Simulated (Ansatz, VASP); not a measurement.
# Two plane-wave programs on Mg3ZnS4

```
Mg Zn S
1.0
    -0.00171    0.00003    3.68826
     3.68544   -5.18370   -0.00159
     3.68395    5.18239   -0.00190
Mg Zn S
3 1 4
Direct
  0.49988 0.00030 0.50005
  0.49986 0.49979 0.00010
  0.00010 0.49999 0.49982
  0.00227 0.99937 0.99973
  0.99952 0.75261 0.24759
  0.49963 0.75427 0.75418
  0.49921 0.24596 0.24596
  0.99952 0.24772 0.75257
```

Change from the starting cell: cell x1, atoms moved at random (sigma 0.15 Å) and cell strained at random (1.5 %), then relaxed without symmetry.

Alike in both runs: functional PBE; k mesh 4 × 2 × 2; occupations gaussian, width 0.1 eV; no spin polarisation.

Ansatz relaxed the structure, and its values are those at the end. VASP's run is a single point on that final structure, the one shown.

|  | VASP | Ansatz |
| --- | --- | --- |
| version | VASP 6.6.1 | Ansatz 0.2.0 |
| potentials or method | VASP PAW PBE potentials, release 64 (Mg, Zn, S), cutoff 520 eV | scalar-relativistic, plane waves, PAW |
| valence electrons in the cell | 42 | 66 |

|  | VASP | Ansatz | Ansatz less VASP |
| --- | --- | --- | --- |
| gap on the k mesh at the Fermi level (eV) | 1.26 | 1.27 | +0.011 |
| least direct gap on the mesh (eV) | 1.39 | 1.40 | +0.011 |
| pressure (GPa) | -0.2 | 0.0 | +0.19 |
| rms of the force components (eV/Å) | 0.009 | 0.003 | -0.0057 |

VASP's potentials hold 42 valence electrons a cell and Ansatz's 66, so a difference there can come from the potentials and not from the codes.

The k mesh is coarse, so the values compare programs but aren't converged.
